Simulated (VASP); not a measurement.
# LaHg2 in VASP: notebook

The runs below take LaHg2 through single point, with LDA.

All numbers are computed with VASP 6.6.1; they aren't measurements. Logs are shortened: lines on timing, memory, paths and dates and some standing lists are left out, and cuts for length are marked.

### 1 The cell of the first run

Symmetry: P6/mmm, No. 191, hexagonal system. The conventional cell has a = 4.958 Å, b = 4.958 Å, c = 3.640 Å, α = 90.00°, β = 90.00°, γ = 120.00°. Within 4.5 Å of La (site symmetry 6/mmm) lie 12 Hg at 3.39 Å and 2 La at 3.64 Å. Hg (site symmetry -6m2) has 5 Hg at 2.86 to 3.64 Å and 6 La at 3.39 Å within 3.8 Å.

### 2 Single point, LDA

INCAR reads:

```
SYSTEM = LaHg2
  PREC = Accurate
  ENCUT = 520
  EDIFF = 1E-6
  ISMEAR = -1
  SIGMA = 0.05
  LREAL = .False.
  LASPH = .True.
  NELM = 100
  ALGO = Normal
  ISIF = 2
  LWAVE = .False.
  LCHARG = .False.
  GGA = CA
  NBANDS = 24
```

KPOINTS reads:

```
Automatic mesh
0
Gamma
  7 7 8
  0 0 0
```

POSCAR reads:

```
LaHg2
1.0
    4.9580000000      0.0000000000      0.0000000000
   -2.4790000000      4.2937539520      0.0000000000
    0.0000000000      0.0000000000      3.6400000000
La Hg
1 2
Direct
    0.0000000000      0.0000000000      0.0000000000
    0.3333333333      0.6666666667      0.5000000000
    0.6666666667      0.3333333333      0.5000000000
```

Potentials or basis: VASP PAW LDA potentials, release 64 (La, Hg).

The run is started by

```bash
$ cat potpaw_LDA.64/La/POTCAR potpaw_LDA.64/Hg/POTCAR > POTCAR
$ mpirun -np 1 vasp_std > vasp.out
```

OUTCAR:

```text
SYSTEM = LaHg2
   PREC = Accurate
   ENCUT = 520
   EDIFF = 1E-6
   ISMEAR = -1
   LREAL = .False.
   LASPH = .True.
   NELM = 100
   ISIF = 2
   GGA = CA

 ion  position               nearest neighbor table
   1  0.000  0.000  0.000-   2 3.39   3 3.39   2 3.39   3 3.39   3 3.39   3 3.39   2 3.39   2 3.39
                             3 3.39   3 3.39   2 3.39   2 3.39
   2  0.333  0.667  0.500-   3 2.86   3 2.86   3 2.86   1 3.39   1 3.39   1 3.39   1 3.39   1 3.39
                             1 3.39
   3  0.667  0.333  0.500-   2 2.86   2 2.86   2 2.86   1 3.39   1 3.39   1 3.39   1 3.39   1 3.39
                             1 3.39

  LATTYP: Found a hexagonal cell.
 ALAT       =     4.9580000000
 C/A-ratio  =     0.7341670028

  Lattice vectors:

 A1 = (   4.9580000000,   0.0000000000,   0.0000000000)
 A2 = (  -2.4790000000,   4.2937539520,   0.0000000000)
 A3 = (   0.0000000000,   0.0000000000,   3.6400000000)

Analysis of symmetry for initial positions (statically):
=====================================================================
 Subroutine PRICEL returns:
 Original cell was already a primitive cell.

 Routine SETGRP: Setting up the symmetry group for a
 hexagonal supercell.

 Subroutine GETGRP returns: Found 24 space group operations
 (whereof 24 operations were pure point group operations)
 out of a pool of 24 trial point group operations.

The static configuration has the point symmetry D_6h.

Analysis of symmetry for dynamics (positions and initial velocities):
=====================================================================
 Subroutine PRICEL returns:
 Original cell was already a primitive cell.

 Routine SETGRP: Setting up the symmetry group for a
 hexagonal supercell.

 Subroutine GETGRP returns: Found 24 space group operations
 (whereof 24 operations were pure point group operations)
 out of a pool of 24 trial point group operations.

The dynamic configuration has the point symmetry D_6h.

 Subroutine INISYM returns: Found 24 space group operations
 (whereof 24 operations are pure point group operations),
 and found     1 'primitive' translations

----------------------------------------------------------------------------------------

                                     Primitive cell

  volume of cell :      77.4899

[... 80 lines left out ...]
 SYSTEM =  LaHg2
   PREC   = accura    normal or accurate (medium, high low for compatibility)
   ISTART =      0    job   : 0-new  1-cont  2-samecut
   ICHARG =      2    charge: 1-file 2-atom 10-const
   ISPIN  =      1    spin polarized calculation?
   LNONCOLLINEAR =      F non collinear calculations
   LSORBIT =      F    spin-orbit coupling
   LASPH  =      T    aspherical Exc in radial PAW
   ENCUT  =  520.0 eV  38.22 Ry    6.18 a.u.   9.22  9.22  6.77*2*pi/ulx,y,z
   NELM   =    100;   NELMIN=  2; NELMDL= -5     # of ELM steps
   EDIFF  = 0.1E-05   stopping-criterion for ELM
   LREAL  =      F    real-space projection
   EDIFFG = 0.1E-04   stopping-criterion for IOM
   NSW    =      0    number of steps for IOM
   IBRION =     -1    ionic relax: 0-MD 1-quasi-New 2-CG
   NFREE  =      0    steps in history (QN), initial steepest desc. (CG)
   ISIF   =      2    stress and relaxation
   ISYM   =      2    0-nonsym 1-usesym 2-fastsym
   POTIM  = 0.5000    time-step for ionic-motion
   TEBEG  =    0.0;   TEEND  =   0.0 temperature during run
   PSTRESS=    0.0 pullay stress
   NELECT =      35.0000    total number of electrons
   NUPDOWN=      -1.0000    fix difference up-down
   EMIN   =  10.00;   EMAX   =-10.00  energy-range for DOS
   EFERMI =   0.00;   METHOD = LEGACY
   ISMEAR =    -1;   SIGMA  =   0.05  broadening in eV -4-tet -1-fermi 0-gaus
   EFERMI_NEDOS =   21; number of points for ismear=-14 and -15
   IALGO  =     38    algorithm
   IMIX   =      4    mixing-type and parameters
     AMIX     =   0.40;   BMIX     =  1.00
     AMIX_MAG =   1.60;   BMIX_MAG =  1.00
  volume/ion in A,a.u.               =      25.83       174.31
  Fermi-wavevector in a.u.,A,eV,Ry     =   1.256076  2.373639 21.466269  1.577726
  Thomas-Fermi vector in A             =   2.389801
   LORBIT       =      0    0 simple, 1 ext, 2 COOP (PROOUT), +10 PAW based schemes
   GGA     = CA    functional components
   LHFCALC =     F    Hartree Fock is set to
   AEXX    =    0.0000 exact exchange contribution
   IVDW    =     0    specifies the selected vdW correction
   LEPSILON=     F    determine dielectric tensor
   LRPA    =     F    only Hartree local field effects (RPA)
 non-spin polarized calculation
  energy-cutoff  :      520.00
  volume of cell :       77.49
 maximum number of plane-waves:      2107
 NGX is ok and might be reduce to    40
   NGX = 19   NGY = 19   NGZ = 13

 number of electron      34.9999999 magnetization

 Free energy of the ion-electron system (eV)
  ---------------------------------------------------
  ext. energy  EPLUGINS =         0.00000000
  ---------------------------------------------------
  free energy    TOTEN  =        -9.32369622 eV

  energy without entropy =       -9.30263745  energy(sigma->0) =       -9.31316684

 E-fermi :   5.7599     XC(G=0): -10.9511

 val. band max:        5.7552171429   @ k =   0.4286   0.1429   0.3750
 cond. band min:       5.8111306991   @ k =   0.0000   0.0000   0.2500
 fundamental gap:      0.0559135562
 Fermi energy:         5.7599259390

 k-point     1 :       0.0000    0.0000    0.0000
  band No.  band energies     occupation
      1     -27.1574      2.00000
      2     -10.9213      2.00000
      3     -10.9213      2.00000
      4     -10.4732      2.00000
      5      -2.8245      2.00000
      6      -1.9763      2.00000
[... 637 lines left out ...]
     23       7.4178      0.00000
     24       7.4218      0.00000

 [... further k-points ...]
[... 5 lines left out ...]
  --------------------------------------------------------------------------------------
  -------------------------------------------------------------------------------------
  Total       -1.0944743     -1.0944743     -1.5993791      0.0000000     -0.0000000      0.0000000
  in kB      -22.6292984    -22.6292984    -33.0686851      0.0000000     -0.0000000      0.0000000
  external PRESSURE =     -26.1090940 kB  Pullay stress =       0.0000000 kB

 VOLUME and BASIS-vectors are now :
 -----------------------------------------------------------------------------
  energy-cutoff  :      520.00
  volume of cell :       77.49
      direct lattice vectors                 reciprocal lattice vectors
     4.958000000  0.000000000  0.000000000     0.201694232  0.116448219  0.000000000
    -2.479000000  4.293753952  0.000000000     0.000000000  0.232896438  0.000000000
     0.000000000  0.000000000  3.640000000     0.000000000  0.000000000  0.274725275

 POSITION                                       TOTAL-FORCE (eV/Angst)
 -----------------------------------------------------------------------------------
      0.00000      0.00000      0.00000        -0.000000      0.000000      0.000000
     -0.00000      2.86250      1.82000        -0.000000      0.000000      0.000000
      2.47900      1.43125      1.82000         0.000000     -0.000000      0.000000
 -----------------------------------------------------------------------------------
    total drift:                               -0.000000      0.000000      0.000000

  FREE ENERGIE OF THE ION-ELECTRON SYSTEM (eV)
  ---------------------------------------------------
  free  energy   TOTEN  =        -9.3236962249 eV

  energy  without entropy=       -9.3026374465  energy(sigma->0) =       -9.31316684
```

Wall time 31 s (1 thread of Intel Xeon 6975P-C (Granite Rapids), shared host); peak memory 0.23 GiB.

What came out:

```
Free energy            : -9.3237 eV
Pressure               : -2.6 GPa
Band gap on the k mesh : zero (an odd number of electrons rules out a gap without spin polarisation)
```

Stress tensor (GPa, compression positive):
```
-2.26  0.00  0.00
 0.00 -2.26  0.00
 0.00  0.00 -3.31
```

Caveat: spin-orbit coupling is left out, which moves the levels of the heavy elements.

### 3 Single point, LDA (shortest bond scaled by 0.94)

INCAR reads:

```
SYSTEM = LaHg2
PREC = Accurate ; ENCUT = 520
EDIFF = 1E-6 ; ISMEAR = -1
SIGMA = 0.05 ; LREAL = .FALSE.
LASPH = .TRUE. ; NELM = 80
ALGO = Normal ; ISIF = 2
LWAVE = .FALSE. ; LCHARG = .FALSE.
NBANDS = 24
```

KPOINTS reads:

```
regular mesh
0
G
  7 7 8
  0 0 0
```

POSCAR reads:

```
LaHg2
1.0
    4.9580000000      0.0000000000      0.0000000000
   -2.4790000000      4.2937539520      0.0000000000
    0.0000000000      0.0000000000      3.6400000000
La Hg
1 2
Direct
    0.0000000000      0.0000000000      0.0000000000
    0.3133333333      0.6566666667      0.5000000000
    0.6866666667      0.3433333333      0.5000000000
```

Potentials or basis: VASP PAW LDA potentials, release 64 (La, Hg).

The run is started by

```bash
$ cat potpaw_LDA.64/La/POTCAR potpaw_LDA.64/Hg/POTCAR > POTCAR
$ mpirun -np 1 vasp_std > vasp.out
```

It took 61 s on 1 thread of Intel Xeon 6975P-C (Granite Rapids), shared host; peak memory 0.29 GiB.

Results (log left out):

- Free energy: -9.2351 eV
- Pressure: -1.9 GPa
- Largest force: 1.118 eV/Å
- Band gap on the k mesh: zero (an odd number of electrons rules out a gap without spin polarisation)

Forces on the atoms (eV/Å):
```
La   0.000  0.000  0.000
Hg   0.968  0.559  0.000
Hg  -0.968 -0.559  0.000
```

Stress tensor (GPa, compression positive):
```
-0.69  1.11  0.00
 1.11 -1.97  0.00
 0.00  0.00 -3.05
```

Levels at points of the mesh, in eV from the Fermi level:
```
           k point  band 14  band 15  band 16  band 17  band 18  band 19  band 20  band 21  band 22  band 23
(0.00, 0.00, 0.00)    -6.95    -6.65    -1.14    -0.86    -0.41    -0.18     1.39     1.42     1.56     1.68
(0.00, 0.00, 0.50)    -6.38    -5.09    -2.92     0.69     0.81     0.95     1.06     1.20     1.45     1.70
```

Caveat: the cell differs from its parent crystal (shortest bond scaled by 0.94); spin-orbit coupling is left out, which moves the levels of the heavy elements; forces of over 1 eV/Å act on the atoms, so gaps and moduli don't describe the material at rest.

The gap in the log of VASP goes by the Fermi energy; the results here count the filled bands.